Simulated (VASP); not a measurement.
# Si4Mo3 in VASP: a series of runs

Runs on Si4Mo3. Level: PBE. Tasks: single point, relaxation of the atoms.

All numbers are computed with VASP 6.6.1; they aren't measurements. Logs are shortened: lines on timing, memory, paths and dates and some standing lists are left out, and cuts for length are marked.

**1. The cell of the first run**

The cell holds a slab with vacuum, 7 atoms: a = 3.217 Å, b = 3.217 Å, c = 22.873 Å, α = 90.00°, β = 90.00°, γ = 90.00°.

**2. Single point, PBE**

Input file INCAR:

```
PREC = Accurate ; ENCUT = 520
EDIFF = 1E-7 ; ISMEAR = 0
SIGMA = 0.1 ; LREAL = False
LASPH = True ; NELM = 100
ALGO = Normal ; ISIF = 2
LWAVE = False ; LCHARG = False
LDIPOL = True ; IDIPOL = 3
DIPOL = 0.5 0.5 0.500 ; GGA = PE
NBANDS = 38
```

Input file KPOINTS:

```
Automatic mesh
0
Gamma
  11 11 1
```

Input file POSCAR:

```
Si4Mo3
1.0
    3.2168473731      0.0000000000      0.0000000000
    0.0000000000      3.2168473731      0.0000000000
    0.0000000000      0.0000000000     22.8730199825
Mo Si
3 4
Direct
    0.5000000000      0.5000000000      0.3278972346
    0.0000000000      0.0000000000      0.5000000000
    0.5000000000      0.5000000000      0.6721027654
    0.0000000000      0.0000000000      0.3846570233
    0.5000000000      0.5000000000      0.4432402113
    0.5000000000      0.5000000000      0.5567597887
    0.0000000000      0.0000000000      0.6153429767
```

Potentials or basis: VASP PAW PBE potentials, release 64 (Mo_sv, Si).

Launch:

```bash
$ cat potpaw_PBE.64/Mo_sv/POTCAR potpaw_PBE.64/Si/POTCAR > POTCAR
$ mpirun -np 1 vasp_std > vasp.out
```

OUTCAR:

```text
PREC = Accurate
   ENCUT = 520
   EDIFF = 1E-7
   ISMEAR = 0
   LREAL = False
   LASPH = True
   NELM = 100
   ISIF = 2
   GGA = PE

 ion  position               nearest neighbor table
   1  0.500  0.500  0.328-   4 2.62   4 2.62   4 2.62   4 2.62   5 2.64
   2  0.000  0.000  0.500-   5 2.62   6 2.62   5 2.62   6 2.62   5 2.62   6 2.62   5 2.62   6 2.62
                             4 2.64   7 2.64
   3  0.500  0.500  0.672-   7 2.62   7 2.62   7 2.62   7 2.62   6 2.64
   4  0.000  0.000  0.385-   1 2.62   1 2.62   1 2.62   1 2.62   2 2.64   5 2.64   5 2.64   5 2.64
                             5 2.64
   5  0.500  0.500  0.443-   6 2.60   2 2.62   2 2.62   2 2.62   2 2.62   1 2.64   4 2.64   4 2.64
                             4 2.64   4 2.64
   6  0.500  0.500  0.557-   5 2.60   2 2.62   2 2.62   2 2.62   2 2.62   3 2.64   7 2.64   7 2.64
                             7 2.64   7 2.64
   7  0.000  0.000  0.615-   3 2.62   3 2.62   3 2.62   3 2.62   2 2.64   6 2.64   6 2.64   6 2.64
                             6 2.64

  LATTYP: Found a simple tetragonal cell.
 ALAT       =     3.2168473731
 C/A-ratio  =     7.1103839659

  Lattice vectors:

 A1 = (   3.2168473731,   0.0000000000,   0.0000000000)
 A2 = (   0.0000000000,   3.2168473731,   0.0000000000)
 A3 = (   0.0000000000,   0.0000000000,  22.8730199825)

Analysis of symmetry for initial positions (statically):
=====================================================================
 Subroutine PRICEL returns:
 Original cell was already a primitive cell.

 Routine SETGRP: Setting up the symmetry group for a
 simple tetragonal supercell.

 Subroutine GETGRP returns: Found 16 space group operations
 (whereof 16 operations were pure point group operations)
 out of a pool of 16 trial point group operations.

The static configuration has the point symmetry D_4h.

Analysis of symmetry for dynamics (positions and initial velocities):
=====================================================================
 Subroutine PRICEL returns:
 Original cell was already a primitive cell.

 Routine SETGRP: Setting up the symmetry group for a
 simple tetragonal supercell.

 Subroutine GETGRP returns: Found 16 space group operations
 (whereof 16 operations were pure point group operations)
 out of a pool of 16 trial point group operations.

The dynamic configuration has the point symmetry D_4h.

 Subroutine INISYM returns: Found 16 space group operations
 (whereof 16 operations are pure point group operations),
[... 111 lines left out ...]
   TEBEG  =    0.0;   TEEND  =   0.0 temperature during run
   PSTRESS=    0.0 pullay stress
   NELECT =      58.0000    total number of electrons
   NUPDOWN=      -1.0000    fix difference up-down
   EMIN   =  10.00;   EMAX   =-10.00  energy-range for DOS
   EFERMI =   0.00;   METHOD = LEGACY
   ISMEAR =     0;   SIGMA  =   0.10  broadening in eV -4-tet -1-fermi 0-gaus
   EFERMI_NEDOS =   21; number of points for ismear=-14 and -15
   IALGO  =     38    algorithm
   IMIX   =      4    mixing-type and parameters
     AMIX     =   0.40;   BMIX     =  1.00
     AMIX_MAG =   1.60;   BMIX_MAG =  1.00
  volume/ion in A,a.u.               =      33.81       228.18
  Fermi-wavevector in a.u.,A,eV,Ry     =   1.024447  1.935923 14.279192  1.049491
  Thomas-Fermi vector in A             =   2.158234
   LORBIT       =      0    0 simple, 1 ext, 2 COOP (PROOUT), +10 PAW based schemes
   GGA     = PE    functional components
   LHFCALC =     F    Hartree Fock is set to
   AEXX    =    0.0000 exact exchange contribution
   IVDW    =     0    specifies the selected vdW correction
   LEPSILON=     F    determine dielectric tensor
   LRPA    =     F    only Hartree local field effects (RPA)
 non-spin polarized calculation
 Gauss-broadening in eV      SIGMA  =   0.10
  energy-cutoff  :      520.00
  volume of cell :      236.69
 maximum number of plane-waves:      6428
 NGX is ok and might be reduce to    24
   NGX = 11   NGY = 11   NGZ = 85

 number of electron      58.0000009 magnetization

 dipolmoment           0.000000      0.000000     -0.000000 electrons x Angstroem

 Free energy of the ion-electron system (eV)
  ---------------------------------------------------
  ext. energy  EPLUGINS =         0.00000000
  ---------------------------------------------------
  free energy    TOTEN  =       -52.84576355 eV

  energy without entropy =      -52.81407041  energy(sigma->0) =      -52.82991698

 E-fermi :   2.6379     XC(G=0):  -6.2118

 val. band max:        2.6254290010   @ k =   0.0909   0.0000   0.0000
 cond. band min:       2.6624850433   @ k =   0.0000   0.0000   0.0000
 fundamental gap:      0.0370560423
 Fermi energy:         2.6379408618

 k-point     1 :       0.0000    0.0000    0.0000
  band No.  band energies     occupation
      1     -58.0275      2.00000
      2     -58.0275      2.00000
      3     -57.8991      2.00000
      4     -32.2553      2.00000
      5     -32.2551      2.00000
      6     -32.0088      2.00000
[... 850 lines left out ...]
     37       5.4784      0.00000
     38       6.8106      0.00000

------------------------ aborting loop because EDIFF is reached ----------------------------------------

 vacuum level on the upper side and lower side of the slab       (xc-potential included)        -0.147        -0.147

  FORCE on cell =-STRESS in cart. coord.  units (eV):
  Direction    XX          YY          ZZ          XY          YZ          ZX
  --------------------------------------------------------------------------------------
  -------------------------------------------------------------------------------------
  Total       -7.5028441     -7.5028441     -4.9130578      0.0000000     -0.0000000      0.0000000
  in kB      -50.7869445    -50.7869445    -33.2566146      0.0000000     -0.0000000      0.0000000
  external PRESSURE =     -44.9435012 kB  Pullay stress =       0.0000000 kB

 VOLUME and BASIS-vectors are now :
 -----------------------------------------------------------------------------
  energy-cutoff  :      520.00
  volume of cell :      236.69
      direct lattice vectors                 reciprocal lattice vectors
     3.216847373  0.000000000  0.000000000     0.310863365  0.000000000  0.000000000
     0.000000000  3.216847373  0.000000000     0.000000000  0.310863365  0.000000000
     0.000000000  0.000000000 22.873019983     0.000000000  0.000000000  0.043719631

 POSITION                                       TOTAL-FORCE (eV/Angst)
 -----------------------------------------------------------------------------------
      1.60842      1.60842      7.50000        -0.000000      0.000000      1.642704
      0.00000      0.00000     11.43651         0.000000     -0.000000      0.000000
      1.60842      1.60842     15.37302         0.000000     -0.000000     -1.642704
      0.00000      0.00000      8.79827         0.000000     -0.000000     -1.156405
      1.60842      1.60842     10.13824         0.000000      0.000000     -0.748844
      1.60842      1.60842     12.73478         0.000000     -0.000000      0.748844
      0.00000      0.00000     14.07475         0.000000     -0.000000      1.156405
 -----------------------------------------------------------------------------------
    total drift:                                0.000000     -0.000000      0.000000

  FREE ENERGIE OF THE ION-ELECTRON SYSTEM (eV)
  ---------------------------------------------------
  free  energy   TOTEN  =       -52.8457635515 eV

  energy  without entropy=      -52.8140704055  energy(sigma->0) =      -52.82991698

 vacuum level on the upper side and lower side of the slab         6.429         6.429
```

stdout:

```text
POSCAR found type information on POSCAR MoSi
 POSCAR found :  2 types and       7 ions
 scaLAPACK will be used
 LDA part: xc-table for (Slater+PW92), standard interpolation
 POSCAR, INCAR and KPOINTS ok, starting setup
 FFT: planning ... GRIDC
 FFT: planning ... GRID_SOFT
 FFT: planning ... GRID
 WAVECAR not read
 entering main loop
```

It took 14 min on 1 thread of AMD EPYC 7R43 (Zen 3), shared host; peak memory 0.34 GiB.

Results:

```
Free energy            : -52.8458 eV
Largest force          : 1.643 eV/Å
Band gap on the k mesh : zero (bands 29 and 30 overlap by 1.64 eV)
```

Forces on the atoms (eV/Å):
```
Mo   0.000  0.000  1.643
Mo   0.000  0.000  0.000
Mo   0.000  0.000 -1.643
Si   0.000  0.000 -1.156
Si   0.000  0.000 -0.749
Si   0.000  0.000  0.749
Si   0.000  0.000  1.156
```

Levels at points of the mesh, in eV from the Fermi level:
| k point | band 25 | band 26 | band 27 | band 28 | band 29 | band 30 | band 31 | band 32 | band 33 | band 34 |
| --- | --- | --- | --- | --- | --- | --- | --- | --- | --- | --- |
| (0.00, 0.00, 0.00) | -1.13 | -1.13 | -0.39 | -0.09 | 0.02 | 0.02 | 0.59 | 1.30 | 1.31 | 1.65 |

**3. Single point, PBE**

Input file INCAR:

```
SYSTEM = Si4Mo3
ALGO = Normal
DIPOL = 0.5 0.5 0.500
EDIFF = 1E-6
ENCUT = 520
GGA = PE
IDIPOL = 3
ISIF = 2
ISMEAR = 0
LASPH = .True.
LCHARG = .True.
LDIPOL = .True.
LELF = .True.
LREAL = .False.
LVACPOTAV = .True.
LVHAR = .True.
LWAVE = .False.
NBANDS = 38
NELM = 100
PREC = Accurate
SIGMA = 0.1
```

Input file KPOINTS:

```
k-points
0
Gamma
  11 11 1
  0 0 0
```

Input file POSCAR:

```
Si4Mo3
1.0
    3.2168473731      0.0000000000      0.0000000000
    0.0000000000      3.2168473731      0.0000000000
    0.0000000000      0.0000000000     22.8730199825
Mo Si
3 4
Direct
    0.5000000000      0.5000000000      0.3325442339
    0.0000000000      0.0000000000      0.5000000028
    0.5000000000      0.5000000000      0.6674557543
    0.0000000000      0.0000000000      0.3822235714
    0.5000000000      0.5000000000      0.4420446637
    0.5000000000      0.5000000000      0.5579553406
    0.0000000000      0.0000000000      0.6177764334
```

Potentials or basis: VASP PAW PBE potentials, release 64 (Mo_sv, Si).

Launch:

```bash
$ cat potpaw_PBE.64/Mo_sv/POTCAR potpaw_PBE.64/Si/POTCAR > POTCAR
$ mpirun -np 1 vasp_std > vasp.out
```

Wall time 8.2 min (1 thread of AMD EPYC 7R43 (Zen 3), shared host); peak memory 0.35 GiB.

The run converged. Its results:

| Item | Value |
| --- | --- |
| Free energy | -53.1018 eV |
| Largest force | 0.010 eV/Å |
| Band gap on the k mesh | zero (bands 29 and 30 overlap by 1.64 eV) |

Forces on the atoms (eV/Å):
```
Mo   0.000  0.000 -0.010
Mo   0.000  0.000  0.000
Mo   0.000  0.000  0.010
Si   0.000  0.000  0.007
Si   0.000  0.000 -0.002
Si   0.000  0.000  0.002
Si   0.000  0.000 -0.007
```

Levels at points of the mesh, in eV from the Fermi level:
```csv
k point,band 26,band 27,band 28,band 29,band 30,band 31,band 32,band 33
"(0.00, 0.00, 0.00)",-1.17,-0.33,0.05,0.11,0.11,0.81,1.19,1.20
```

**4. Relaxation of the atoms, PBE**

Input file INCAR:

```
SYSTEM = Si4Mo3
ALGO = Fast
DIPOL = 0.5 0.5 0.500
EDIFF = 1E-6
EDIFFG = -0.02
ENCUT = 520
GGA = PE
IBRION = 2
IDIPOL = 3
ISIF = 2
ISMEAR = 0
LASPH = .True.
LCHARG = .False.
LDIPOL = .True.
LREAL = .False.
LWAVE = .False.
NELM = 80
NSW = 80
PREC = Accurate
SIGMA = 0.1
```

KPOINTS is that of step 3.

Input file POSCAR:

```
Si4Mo3
1.0
    3.2168473731      0.0000000000      0.0000000000
    0.0000000000      3.2168473731      0.0000000000
    0.0000000000      0.0000000000     22.8730199825
Mo Si
3 4
Direct
    0.5000000000      0.5000000000      0.3278972346
    0.0000000000      0.0000000000      0.5000000000
    0.5000000000      0.5000000000      0.6721027654
    0.0000000000      0.0000000000      0.3846570233
    0.5000000000      0.5000000000      0.4432402113
    0.5000000000      0.5000000000      0.5567597887
    0.0000000000      0.0000000000      0.6153429767
```

Launch:

```bash
$ cat potpaw_PBE.64/Mo_sv/POTCAR potpaw_PBE.64/Si/POTCAR > POTCAR
$ mpirun -np 1 vasp_std > vasp.out
```

It took 31 min on 1 thread of Oxide Virtual Turin-like, shared host; peak memory 0.37 GiB.

Results (log left out):

```yaml
Free_energy: -53.1018 eV
Energy_gained_by_relaxing: 36.6 meV/atom
Ionic_steps: 11
Largest_force_after_relaxing: 0.013 eV/Å
Band_gap_on_the_k_mesh: zero (bands 29 and 30 overlap by 1.64 eV)
```

Forces on the atoms (eV/Å):
```
Mo   0.000  0.000 -0.005
Mo   0.000  0.000  0.000
Mo   0.000  0.000  0.005
Si   0.000  0.000 -0.002
Si   0.000  0.000  0.013
Si   0.000  0.000 -0.013
Si   0.000  0.000  0.002
```

The path:
```
step  energy change (eV)  largest force (eV/Å)  pressure (GPa)
   1              0.0000                1.6426           -4.50
   2             -0.2490                0.2655           -2.91
   3             -0.2533                0.1409           -2.62
   4             -0.2533                0.1598           -2.57
   5             -0.2550                0.0577           -2.49
   6             -0.2552                0.0596           -2.44
   7             -0.2556                0.0390           -2.43
   8             -0.2559                0.0281           -2.40
   9             -0.2558                0.0469           -2.36
  10             -0.2560                0.0349           -2.38
  11             -0.2561                0.0126           -2.31
```

Final structure:
```
CELL_PARAMETERS angstrom
3.21685 0.00000 0.00000
0.00000 3.21685 0.00000
0.00000 0.00000 22.87302
ATOMIC_POSITIONS crystal
Mo 0.50000 0.50000 0.33251
Mo 0.00000 0.00000 0.50000
Mo 0.50000 0.50000 0.66749
Si 0.00000 0.00000 0.38224
Si 0.50000 0.50000 0.44200
Si 0.50000 0.50000 0.55800
Si 0.00000 0.00000 0.61776
```

Levels at points of the mesh, in eV from the Fermi level:
```
           k point  band 25  band 26  band 27  band 28  band 29  band 30  band 31  band 32  band 33  band 34
(0.00, 0.00, 0.00)    -1.17    -1.17    -0.33     0.05     0.11     0.11     0.81     1.19     1.20     2.08
```

**5. Summary**

| task | cell | gap on the mesh (eV) | largest force (eV/Å) |
| --- | --- | --- | --- |
| single point | as given, atomic positions A | none | 1.64 |
| single point | as given, atomic positions B | none | 0.01 |
| relaxation of the atoms | atoms relaxed, atomic positions A | none | 0.01 |

Alike in all rows: level PBE; potentials or basis VASP PAW PBE potentials, release 64 (Mo_sv, Si); no spin polarisation; k mesh 11 × 11 × 1; cutoff (eV) 520; smearing gaussian 0.1 eV.

Absolute energies hang on the potentials; compare differences alone.
